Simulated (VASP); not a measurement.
Wanted: the native input for a VASP 6.6.1 run.

```yaml
Task: single point
Functional: PBE
Dispersion: D3(BJ)
Potentials_or_basis: VASP PAW PBE potentials, release 64 (B, N)
Cutoff: 520 eV
k_mesh: 12 × 12 × 1
Occupations: gaussian, width 0.05 eV
Spin: no spin polarisation
Dipole_correction: yes
Further_INCAR_settings: ALGO = Normal; EDIFF = 1e-06; NBANDS = 16
```

The structure of BN lies in POSCAR:

```
BN
1.0
    2.5087622849      0.0000000000      0.0000000000
   -1.2543811425      2.1726518708      0.0000000000
    0.0000000000      0.0000000000     17.5000000000
B N
2 2
Direct
    0.0000000000      0.0000000000      0.2571428571
    0.3333333333      0.6666666667      0.4702857143
    0.6666666667      0.3333333333      0.2571428571
    1.0000000000      1.0000000000      0.4702857143
```

One way to write it, as run:

INCAR

```
SYSTEM = BN
ALGO = Normal ; DIPOL = 0.5 0.5 0.364
EDIFF = 1E-6 ; ENCUT = 520
GGA = PE ; IDIPOL = 3
ISIF = 2 ; ISMEAR = 0
IVDW = 12 ; LASPH = .TRUE.
LCHARG = .FALSE. ; LDIPOL = .TRUE.
LREAL = .FALSE. ; LWAVE = .FALSE.
NBANDS = 16 ; NELM = 100
PREC = Accurate ; SIGMA = 0.05
```

KPOINTS

```
k-points
0
G
  12 12 1
  0 0 0
```

Potentials or basis: VASP PAW PBE potentials, release 64 (B, N).

Launch:

```sh
$ cat potpaw_PBE.64/B/POTCAR potpaw_PBE.64/N/POTCAR > POTCAR
$ mpirun -np 1 vasp_std > vasp.out
```

It gave:

```json
{"Largest force": "0.035 eV/Å", "Band gap on the k mesh": "4.60 eV, indirect (least direct gap 4.62 eV)", "Dispersion energy per atom": "-0.098 eV"}
```

Wall time 27 s on 1 thread of Intel(R) Xeon(R) 6975P-C (Granite Rapids), with other jobs on the host, peak memory 0.23 GiB.
